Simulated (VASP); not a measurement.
# InSe: single point with PBE+D3(BJ)

InSe:

```
In Se
1.0
     4.03177    0.00000    0.00000
    -2.01589    3.49162    0.00000
     0.00000    0.00000   16.76237
In Se
4 4
Direct
  0.32617 0.65235 0.16666
  0.65951 0.31901 0.66666
  0.32617 0.65235 0.33334
  0.65951 0.31901 0.83334
  0.33333 0.66667 0.58987
  0.66667 0.33333 0.08987
  0.33333 0.66667 0.91013
  0.66667 0.33333 0.41013
```

This cell differs from its parent crystal: all In atoms moved -0.050 Å, as atom 1 along Cartesian [0 1 0].

```
Program             : VASP 6.6.1
Task                : single point
Functional          : PBE
Dispersion          : D3(BJ)
Potentials or basis : VASP PAW PBE potentials, release 64 (In_d, Se)
Cutoff              : 520 eV
k mesh              : 12 × 12 × 2
Occupations         : gaussian, width 0.03 eV
Spin                : no spin polarisation
```

```
Pressure                   : 0.1 GPa
Largest force              : 0.268 eV/Å
Band gap on the k mesh     : 0.36 eV
Dispersion energy per atom : -0.297 eV
```

Forces on the atoms (eV/Å):
```
In   0.000  0.236  0.030
In   0.000  0.267  0.031
In   0.000  0.236 -0.030
In   0.000  0.267 -0.031
Se   0.000 -0.267 -0.029
Se   0.000 -0.236 -0.028
Se   0.000 -0.267  0.029
Se   0.000 -0.236  0.028
```

Levels at points of the mesh, in eV from the valence-band top:
```tsv
k point	band 34	band 35	band 36	band 37	band 38	band 39	band 40	band 41	band 42	band 43
(0.00, 0.00, 0.00)	-1.15	-1.15	-1.08	-1.08	0.00	0.36	1.73	2.12	2.12	4.15
(0.50, 0.00, 0.00)	-2.16	-2.08	-2.07	-1.97	-1.34	1.11	1.20	1.92	1.94	3.33
(0.00, 0.50, 0.00)	-2.16	-2.09	-2.07	-1.97	-1.34	1.11	1.21	1.93	1.95	3.33
(0.00, 0.00, 0.50)	-1.13	-1.10	-1.10	-0.92	-0.92	1.22	1.22	2.13	2.13	4.17
(0.50, 0.00, 0.50)	-2.28	-2.05	-2.04	-1.74	-1.67	1.45	1.47	1.58	1.59	3.52
(0.00, 0.50, 0.50)	-2.28	-2.06	-2.03	-1.77	-1.64	1.43	1.47	1.59	1.60	3.51
```

Wall time 23 min on 1 thread of Oxide Virtual Turin-like Processor, with other jobs on the host, peak memory 0.81 GiB.

Caveat: the cell differs from its parent crystal (all In atoms moved -0.050 Å, as atom 1 along Cartesian [0 1 0]); spin-orbit coupling is left out, which moves the levels of the heavy elements.
